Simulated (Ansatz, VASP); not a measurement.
**One calculation of C, two programs**

```
C
1.0
     0.00000    1.76587    1.76587
     1.76587    0.00000    1.76587
     1.76587    1.76587    0.00000
C
2
Cartesian
  0.0000 0.0000 0.0000
  0.8829 0.8829 0.8829
```

Alike in both runs: task single point; functional LDA; k mesh 12 × 12 × 12; occupations gaussian, width 0.02 eV; no spin polarisation.

|  | VASP | Ansatz |
| --- | --- | --- |
| version | VASP 6.6.1 | Ansatz 0.2.0 |
| potentials or method | VASP PAW LDA potentials, release 64 (C), cutoff 600 eV | scalar-relativistic, plane waves, PAW |
| valence electrons in the cell | 8 | 8 |

|  | VASP | Ansatz | Ansatz less VASP |
| --- | --- | --- | --- |
| gap on the k mesh at the Fermi level (eV) | 4.20 | 4.20 | 0.000 |
| least direct gap on the mesh (eV) | 5.63 | 5.62 | -0.003 |

LDA's correlation is that of Perdew and Zunger in VASP and of Perdew and Wang (1992) in Ansatz.
